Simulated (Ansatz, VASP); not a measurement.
# Two plane-wave programs on FePb

```xyz
2
Lattice="0.0000 3.0831 3.0831 3.0831 0.0000 3.0831 3.0831 3.0831 0.0000" Properties=species:S:1:pos:R:3 pbc="T T T"
Fe    0.0000    0.0000    0.0000
Pb    1.5416    1.5416    1.5416
```

Alike in both runs: functional PBE; k mesh 16 × 16 × 16; occupations gaussian, width 0.1 eV; collinear spin.

Ansatz relaxed the structure, and its values are those at the end. VASP's run is a single point on that final structure, the one shown.

|  | VASP | Ansatz |
| --- | --- | --- |
| version | VASP 6.6.1 | Ansatz 0.2.0 |
| potentials or method | VASP PAW PBE potentials, release 64 (Fe, Pb_d), cutoff 520 eV | scalar-relativistic, plane waves, PAW |
| valence electrons in the cell | 22 | 30 |

Ansatz gave:

- gap on the k mesh at the Fermi level (eV): none
- pressure (GPa): 0.0
- net moment per atom (μB): 1.36
- size of the moment on the site where the two differ most (μB): 0.08

Question: Estimate VASP's values.

Answer: gap on the k mesh at the Fermi level (eV): none; pressure (GPa): -0.1; net moment per atom (μB): 1.36; size of the moment on the site where the two differ most (μB): 0.14.

Site moments also hang on the region over which each program counts them. A gap of «none» marks a metal or a gap that the smearing closes. The functional is the same, so the differences come from potentials, cutoffs and numerics. VASP's potentials hold 22 valence electrons a cell and Ansatz's 30, so a difference there can come from the potentials and not from the codes.

Neither program's run includes spin-orbit coupling.
